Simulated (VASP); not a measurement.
The system is In.

```
In
1.0
     5.28646    0.00000    0.00000
    -2.64323    4.57821    0.00000
     0.00000    0.00000    3.24060
In
3
Direct
  0.00000 0.00000 0.00000
  0.33333 0.66667 0.50000
  0.66667 0.33333 0.50000
```

This isn't the form of In at room conditions, which is tetragonal.

```yaml
Program: VASP 6.6.1
Task: relaxation of cell and atoms
Functional: BLYP
Potentials_or_basis: VASP PAW PBE potentials, release 64 (In_d)
Cutoff: 600 eV
k_mesh: 7 × 7 × 10
Occupations: fermi-dirac, width 0.1 eV
Spin: no spin polarisation
```

At the start: pressure 6.8 GPa; volume 26.14 Å³/atom.

Task: How do energy, volume and symmetry change on relaxing?

Result: Over 7 steps the energy falls by 94.1 meV/atom and the volume is 31.59 Å³/atom (+20.8 %); space group P6/mmm (No. 191, to 0.1 Å) before and after.

Step by step:
```
step  energy change (eV)  largest force (eV/Å)  pressure (GPa)  volume (Å³)
   1              0.0000                0.0000            6.79        78.43
   2             -0.2745                0.0000            0.72        91.70
   3             -0.2804                0.0000           -0.18        95.07
   4             -0.2806                0.0000            0.02        94.38
   5             -0.2806                0.0000           -0.10        94.72
   6             -0.2815                0.0000           -0.03        94.74
   7             -0.2824                0.0000           -0.01        94.78
```

Final structure:
```
CELL_PARAMETERS angstrom
5.58909 0.00000 0.00000
-2.79454 4.84029 0.00000
0.00000 0.00000 3.50346
ATOMIC_POSITIONS crystal
In 0.00000 0.00000 0.00000
In 0.33333 0.66667 0.50000
In 0.66667 0.33333 0.50000
```

Caveat: the volume moved by over 15 % at a fixed basis, so the end points are rough; the PAW data sets were made with another functional, which shifts forces and pressure a little.
